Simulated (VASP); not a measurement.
A run of VASP 6.6.1 is set up as follows.

INCAR

```
PREC = Accurate
ENCUT = 500
EDIFF = 1E-6
ISMEAR = 0
SIGMA = 0.2
LREAL = False
LASPH = True
NELM = 200
ALGO = Normal
ISIF = 2
LWAVE = False
LCHARG = False
GGA = PE
NBANDS = 18
GGA_COMPAT = False
LMAXMIX = 6
```

KPOINTS

```
regular mesh
0
Gamma
  5 5 6
```

Contents of POSCAR:

```
NdHf
1.0
    4.0046084759      0.0000000000      0.0000000000
    0.0000000000      4.0046084759      0.0000000000
    0.0000000000      0.0000000000      3.4096737061
Nd Hf
1 1
Direct
    0.0000000000      0.0000000000      0.5000000000
    0.5000000000      0.5000000000      0.0000000000
```

Potentials or basis: VASP PAW PBE potentials, release 64 (Nd_3, Hf_pv), 4f in core.

Run with:

```console
$ cat potpaw_PBE.64/Nd_3/POTCAR potpaw_PBE.64/Hf_pv/POTCAR > POTCAR
$ mpirun -np 1 vasp_std > vasp.out
```

(1) Estimate the band gap on the k mesh.

(2) Predict the pressure.

## Answers

(1) zero (an odd number of electrons rules out a gap without spin polarisation).

(2) 0.3 GPa.

Caveat: spin-orbit coupling is left out, which moves the levels of the heavy elements; the 4f electrons are frozen in the core, so they carry no moment and show no levels.
